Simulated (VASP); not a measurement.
Runs of VASP 6.6.1 on CuCl. The structure is that of space group F-43m (No. 216), or close to it. The cells are those of the table. 

```csv
task,cell,cutoff (eV),gap on the mesh (eV),pressure (GPa)
single point,"a = 3.908 Å, angles 60.0°, 2 atoms",600,0.44,-2.3
electric field gradients,"a = 3.833 Å, angles 60.0°, 2 atoms",520,0.54,0.2
electric field gradients,"a = 3.794 Å, angles 60.0°, 2 atoms",520,0.59,1.8
electric field gradients,"a = 3.871 Å, angles 60.0°, 2 atoms",520,0.48,(b)
single point,"a = 3.794 Å, angles 60.0°, 2 atoms",600,0.59,1.9
single point,"a = 3.871 Å, angles 60.0°, 2 atoms",600,0.48,-1.1
single point,"a = 3.755 Å, angles 60.0°, 2 atoms",600,(c),(a)
```

Alike in all rows: level PBE; potentials or basis VASP PAW PBE potentials, release 64 (Cu, Cl); no spin polarisation; k mesh 13 × 13 × 13; smearing fermi-dirac 0.05 eV.

**Question.** Estimate the missing entries.

**Answer.** (a) 3.8; (b) -1.2; (c) 0.66.

A k mesh can miss the band edges.
